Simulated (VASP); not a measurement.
# Pd (P6_3/mmc) in VASP: a series of runs, part 2 of 2

VASP 6.6.1. Earlier steps stand in the parts before.

### 5 Single point, PBEsol

This run uses another cell than the first one, of 14.63 Å³/atom, 1.162 times its volume.

The input, INCAR:

```
SYSTEM = Pd
PREC     = Accurate       ! precision mode
ENCUT    = 500            ! plane-wave cutoff, eV
EDIFF    = 1E-6           ! SCF threshold, eV
ISMEAR   = -1             ! smearing method
SIGMA    = 0.05           ! smearing width, eV
LREAL    = .FALSE.        ! projectors in reciprocal space
LASPH    = .TRUE.         ! aspherical terms in the spheres
NELM     = 120            ! most SCF steps
ALGO     = Normal         ! electronic algorithm
ISIF     = 2              ! what is computed and relaxed
LWAVE    = .FALSE.        ! write WAVECAR
LCHARG   = .FALSE.        ! write CHGCAR
GGA      = PS             ! functional
NBANDS   = 17             ! bands
GGA_COMPAT= .FALSE.
```

The input, KPOINTS:

```
Automatic mesh
0
G
  10 10 6
  0 0 0
```

The input, POSCAR:

```
Pd
1.0
    2.7188341543      0.0000000000      0.0000000000
   -1.3594170771      2.3545794463      0.0000000000
    0.0000000000      0.0000000000      4.5707446404
Pd
2
Direct
    0.3333333333      0.6666666667      0.2500000000
    0.6666666667      0.3333333333      0.7500000000
```

Potentials or basis: VASP PAW PBE potentials, release 64 (Pd).

On the command line:

```console
cat potpaw_PBE.64/Pd/POTCAR > POTCAR
mpirun -np 1 vasp_std > vasp.out
```

OUTCAR:

```text
SYSTEM = Pd
   PREC = Accurate
   ENCUT = 500
   EDIFF = 1E-6
   ISMEAR = -1
   LREAL = .FALSE.
   LASPH = .TRUE.
   NELM = 120
   ISIF = 2
   GGA = PS

 ion  position               nearest neighbor table
   1  0.333  0.667  0.250-   2 2.77   2 2.77   2 2.77   2 2.77   2 2.77   2 2.77
   2  0.667  0.333  0.750-   1 2.77   1 2.77   1 2.77   1 2.77   1 2.77   1 2.77

  LATTYP: Found a hexagonal cell.
 ALAT       =     2.7188341543
 C/A-ratio  =     1.6811413941

  Lattice vectors:

 A1 = (   2.7188341543,   0.0000000000,   0.0000000000)
 A2 = (  -1.3594170771,   2.3545794463,   0.0000000000)
 A3 = (   0.0000000000,   0.0000000000,   4.5707446404)

Analysis of symmetry for initial positions (statically):
=====================================================================
 Subroutine PRICEL returns:
 Original cell was already a primitive cell.

 Routine SETGRP: Setting up the symmetry group for a
 hexagonal supercell.

 Subroutine GETGRP returns: Found 24 space group operations
 (whereof 12 operations were pure point group operations)
 out of a pool of 24 trial point group operations.

The static configuration has the point symmetry D_3d.
 The point group associated with its full space group is D_6h.

Analysis of symmetry for dynamics (positions and initial velocities):
=====================================================================
 Subroutine PRICEL returns:
 Original cell was already a primitive cell.

 Routine SETGRP: Setting up the symmetry group for a
 hexagonal supercell.

 Subroutine GETGRP returns: Found 24 space group operations
 (whereof 12 operations were pure point group operations)
 out of a pool of 24 trial point group operations.

The dynamic configuration has the point symmetry D_3d.
 The point group associated with its full space group is D_6h.

 Subroutine INISYM returns: Found 24 space group operations
 (whereof 12 operations are pure point group operations),
 and found     1 'primitive' translations

----------------------------------------------------------------------------------------

                                     Primitive cell

  volume of cell :      29.2606

  direct lattice vectors                    reciprocal lattice vectors
     2.718834154  0.000000000  0.000000000     0.367804707  0.212352147  0.000000000
    -1.359417077  2.354579446  0.000000000     0.000000000  0.424704293  0.000000000
     0.000000000  0.000000000  4.570744640     0.000000000  0.000000000  0.218782732

  length of vectors
     2.718834154  2.718834154  4.570744640     0.424704293  0.424704293  0.218782732

  position of ions in fractional coordinates (direct lattice)
     0.333333333  0.666666667  0.250000000
     0.666666667  0.333333333  0.750000000

  ion indices of the primitive-cell ions
   primitive index   ion index
                 1           1
                 2           2

----------------------------------------------------------------------------------------

 KPOINTS: Automatic mesh

Automatic generation of k-mesh.
 Grid dimensions read from file:
 generate k-points for:   10   10    6

 Generating k-lattice:

  Cartesian coordinates                     Fractional coordinates (reciprocal lattice)
     0.036780471  0.021235215  0.000000000     0.100000000  0.000000000  0.000000000
     0.000000000  0.042470429  0.000000000     0.000000000  0.100000000  0.000000000
     0.000000000  0.000000000  0.036463789     0.000000000  0.000000000  0.166666667

  Length of vectors
     0.042470429  0.042470429  0.036463789

  Shift w.r.t. Gamma in fractional coordinates (k-lattice)
     0.000000000  0.000000000  0.000000000

 Subroutine IBZKPT returns following result:
 ===========================================

 Found     56 irreducible k-points:

 Following reciprocal coordinates:
            Coordinates               Weight
  0.000000  0.000000  0.000000      1.000000
  0.100000  0.000000  0.000000      6.000000
  0.200000  0.000000  0.000000      6.000000
  0.300000  0.000000  0.000000      6.000000
  0.400000  0.000000  0.000000      6.000000
  0.500000  0.000000  0.000000      3.000000
[... 16 lines left out ...]
  0.300000  0.100000  0.166667     24.000000
  0.400000  0.100000  0.166667     24.000000
 [... further k-points ...]
   k-points           NKPTS =     56   k-points in BZ     NKDIM =     56   number of bands    NBANDS=     17
   number of dos      NEDOS =    301   number of ions     NIONS =      2
   total plane-waves  NPLWV =  14400
   dimension x,y,z NGX =    20 NGY =   20 NGZ =   36
   dimension x,y,z NGXF=    40 NGYF=   40 NGZF=   72
   ions per type =               2
   NGX,Y,Z   is equivalent  to a cutoff of  12.23, 12.23, 13.09 a.u.
   NGXF,Y,Z  is equivalent  to a cutoff of  24.46, 24.46, 26.19 a.u.
 SYSTEM =  Pd
   PREC   = accura    normal or accurate (medium, high low for compatibility)
   ISTART =      0    job   : 0-new  1-cont  2-samecut
   ICHARG =      2    charge: 1-file 2-atom 10-const
   ISPIN  =      1    spin polarized calculation?
   LNONCOLLINEAR =      F non collinear calculations
   LSORBIT =      F    spin-orbit coupling
   LASPH  =      T    aspherical Exc in radial PAW
   ENCUT  =  500.0 eV  36.75 Ry    6.06 a.u.   4.96  4.96  8.33*2*pi/ulx,y,z
   NELM   =    120;   NELMIN=  2; NELMDL= -5     # of ELM steps
   EDIFF  = 0.1E-05   stopping-criterion for ELM
   LREAL  =      F    real-space projection
   EDIFFG = 0.1E-04   stopping-criterion for IOM
   NSW    =      0    number of steps for IOM
   IBRION =     -1    ionic relax: 0-MD 1-quasi-New 2-CG
   NFREE  =      0    steps in history (QN), initial steepest desc. (CG)
   ISIF   =      2    stress and relaxation
   ISYM   =      2    0-nonsym 1-usesym 2-fastsym
   POTIM  = 0.5000    time-step for ionic-motion
   TEBEG  =    0.0;   TEEND  =   0.0 temperature during run
   PSTRESS=    0.0 pullay stress
   NELECT =      20.0000    total number of electrons
   NUPDOWN=      -1.0000    fix difference up-down
   EMIN   =  10.00;   EMAX   =-10.00  energy-range for DOS
   EFERMI =   0.00;   METHOD = LEGACY
   ISMEAR =    -1;   SIGMA  =   0.05  broadening in eV -4-tet -1-fermi 0-gaus
   EFERMI_NEDOS =   21; number of points for ismear=-14 and -15
   IALGO  =     38    algorithm
   IMIX   =      4    mixing-type and parameters
     AMIX     =   0.40;   BMIX     =  1.00
     AMIX_MAG =   1.60;   BMIX_MAG =  1.00
  volume/ion in A,a.u.               =      14.63        98.73
  Fermi-wavevector in a.u.,A,eV,Ry     =   1.442084  2.725143 28.294752  2.079606
  Thomas-Fermi vector in A             =   2.560644
   LORBIT       =      0    0 simple, 1 ext, 2 COOP (PROOUT), +10 PAW based schemes
   GGA     = PS    functional components
   LHFCALC =     F    Hartree Fock is set to
   AEXX    =    0.0000 exact exchange contribution
   IVDW    =     0    specifies the selected vdW correction
   LEPSILON=     F    determine dielectric tensor
   LRPA    =     F    only Hartree local field effects (RPA)
 non-spin polarized calculation
  energy-cutoff  :      500.00
  volume of cell :       29.26
 maximum number of plane-waves:       760
 NGX is ok and might be reduce to    20
   NGX =  9   NGY =  9   NGZ = 17

 number of electron      19.9999998 magnetization

 Free energy of the ion-electron system (eV)
  ---------------------------------------------------
  ext. energy  EPLUGINS =         0.00000000
  ---------------------------------------------------
  free energy    TOTEN  =       -11.87387062 eV

  energy without entropy =      -11.83483207  energy(sigma->0) =      -11.85435134

 E-fermi :   9.7773     XC(G=0): -13.4264

 val. band max:        9.7654544790   @ k =   0.3000   0.0000   0.0000
 cond. band min:       9.7914853657   @ k =   0.4000   0.1000   0.0000
 fundamental gap:      0.0260308866
 Fermi energy:         9.7772752007

 k-point     1 :       0.0000    0.0000    0.0000
  band No.  band energies     occupation
      1       2.4552      2.00000
      2       4.3367      2.00000
      3       6.7083      2.00000
      4       6.9705      2.00000
      5       6.9706      2.00000
      6       7.3209      2.00000
[... 9 lines left out ...]
     16      29.3453      0.00000
     17      32.3691      0.00000

 k-point     2 :       0.1000    0.0000    0.0000
  band No.  band energies     occupation
      1       2.7849      2.00000
      2       4.5740      2.00000
      3       6.5527      2.00000
      4       7.0771      2.00000
      5       7.1968      2.00000
      6       7.2333      2.00000
[... 9 lines left out ...]
     16      29.0381      0.00000
     17      30.5340      0.00000
[... 421 lines left out ...]
 k-point    24 :       0.4000    0.1000    0.1667
  band No.  band energies     occupation
      1       4.6521      2.00000
      2       4.7809      2.00000
      3       5.6092      2.00000
      4       6.3126      2.00000
      5       6.9731      2.00000
      6       7.7371      2.00000
[... 9 lines left out ...]
     16      23.5856      0.00000
     17      25.1709      0.00000

 [... further k-points ...]
[... 5 lines left out ...]
  --------------------------------------------------------------------------------------
  -------------------------------------------------------------------------------------
  Total       -0.0414410     -0.0414410     -0.0565869     -0.0000000      0.0000000      0.0000000
  in kB       -2.2691229     -2.2691229     -3.0984444     -0.0000000      0.0000000      0.0000000
  external PRESSURE =      -2.5455634 kB  Pullay stress =       0.0000000 kB

 VOLUME and BASIS-vectors are now :
 -----------------------------------------------------------------------------
  energy-cutoff  :      500.00
  volume of cell :       29.26
      direct lattice vectors                 reciprocal lattice vectors
     2.718834154  0.000000000  0.000000000     0.367804707  0.212352147  0.000000000
    -1.359417077  2.354579446  0.000000000     0.000000000  0.424704293  0.000000000
     0.000000000  0.000000000  4.570744640     0.000000000  0.000000000  0.218782732

 POSITION                                       TOTAL-FORCE (eV/Angst)
 -----------------------------------------------------------------------------------
     -0.00000      1.56972      1.14269        -0.000000      0.000000      0.000000
      1.35942      0.78486      3.42806         0.000000     -0.000000      0.000000
 -----------------------------------------------------------------------------------
    total drift:                               -0.000000      0.000000     -0.000000

  FREE ENERGIE OF THE ION-ELECTRON SYSTEM (eV)
  ---------------------------------------------------
  free  energy   TOTEN  =       -11.8738706217 eV

  energy  without entropy=      -11.8348320665  energy(sigma->0) =      -11.85435134
```

It took 31 s on 1 thread of Intel Xeon 8259CL, shared host; peak memory 0.15 GiB.

What came out:

| Item | Value |
| --- | --- |
| Free energy | -11.8739 eV |
| Pressure | -0.3 GPa |
| Band gap on the k mesh | zero (band 10 reaches 10.02 eV, above the bottom of band 11 at 9.07 eV) |

Levels at points of the mesh, in eV from the Fermi level:
```
           k point  band 7  band 8  band 9  band 10  band 11  band 12  band 13  band 14
(0.00, 0.00, 0.00)   -2.46   -1.65   -1.65    -0.23    -0.23     0.64     6.89    17.14
(0.50, 0.00, 0.00)   -1.83    0.02    0.05     0.24     2.60     4.59     9.65     9.90
(0.00, 0.00, 0.50)   -2.84   -2.84   -0.70    -0.70    -0.70    -0.70    13.90    13.90
(0.50, 0.00, 0.50)   -0.50   -0.50    0.17     0.17     2.58     2.58     8.32     8.32
```

Caveat: the PAW data sets were made with another functional, which shifts forces and pressure a little.

### 6 The runs side by side

```csv
cell,gap on the mesh (eV),pressure (GPa)
"a = 2.591, b = 2.591, c = 4.333 Å, angles 90.0, 90.0, 120.0°, 2 atoms",none,44.6
"a = 2.624, b = 2.624, c = 4.393 Å, angles 90.0, 90.0, 120.0°, 2 atoms",none,29.6
"a = 2.665, b = 2.665, c = 4.468 Å, angles 90.0, 90.0, 120.0°, 2 atoms",none,14.7
"a = 2.719, b = 2.719, c = 4.571 Å, angles 90.0, 90.0, 120.0°, 2 atoms",none,-0.3
```

Alike in all rows: task single point; level PBEsol; potentials or basis VASP PAW PBE potentials, release 64 (Pd); no spin polarisation; k mesh 10 × 10 × 6; cutoff (eV) 500; smearing fermi-dirac 0.05 eV.

Caveats: the PAW data sets were made with another functional, which shifts forces and pressure a little.

Absolute energies hang on the potentials; compare differences alone.
